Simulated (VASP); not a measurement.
Input of a VASP 6.6.1 run:

Contents of INCAR:

```
SYSTEM = Zr3TiC4
ALGO     = Normal         ! electronic algorithm
EDIFF    = 1E-6           ! SCF threshold, eV
ENCUT    = 520            ! plane-wave cutoff, eV
GGA      = PE             ! functional
ISIF     = 2              ! what is computed and relaxed
ISMEAR   = 0              ! smearing method
ISPIN    = 2              ! spin polarisation
LASPH    = .TRUE.         ! aspherical terms in the spheres
LCHARG   = .FALSE.        ! write CHGCAR
LMAXMIX  = 4              ! l up to which the mixer works
LORBIT   = 11             ! projections on sites
LREAL    = .FALSE.        ! projectors in reciprocal space
LWAVE    = .FALSE.        ! write WAVECAR
MAGMOM   = 1 1 1 1 0 0 0 0 ! initial moments
NBANDS   = 46             ! bands
NELM     = 150            ! most SCF steps
PREC     = Accurate       ! precision mode
SIGMA    = 0.1            ! smearing width, eV
```

The input KPOINTS:

```
k-points
0
G
  4 4 4
  0 0 0
```

POSCAR

```
Zr3TiC4
1.0
    4.6313394000      0.0000000000      0.0000000000
    0.0000000000      4.6313394000      0.0000000000
    0.0000000000      0.0000000000      4.6313394000
Zr Ti C
3 1 4
Direct
    0.5000000000      0.0000000000      0.5000000000
    0.0000000000      0.5000000000      0.5000000000
    0.5000000000      0.5000000000      0.0000000000
    0.0000000000      0.0000000000      0.0000000000
    0.5000000000      0.5000000000      0.5000000000
    0.0000000000      0.5000000000      0.0000000000
    0.5000000000      0.0000000000      0.0000000000
    0.0000000000      0.0000000000      0.5000000000
```

Potentials or basis: VASP PAW PBE potentials, release 64 (Zr_sv, Ti_sv, C).

Run with:

```bash
$ cat potpaw_PBE.64/Zr_sv/POTCAR potpaw_PBE.64/Ti_sv/POTCAR potpaw_PBE.64/C/POTCAR > POTCAR
$ mpirun -np 1 vasp_std > vasp.out
```

(1) Predict the pressure.

(2) Estimate the net moment.

(3) What does it give for the band gap on the k mesh?

Answers

(1) 0.1 GPa.

(2) 0.00 μB per cell.

(3) zero (filled and empty bands overlap).
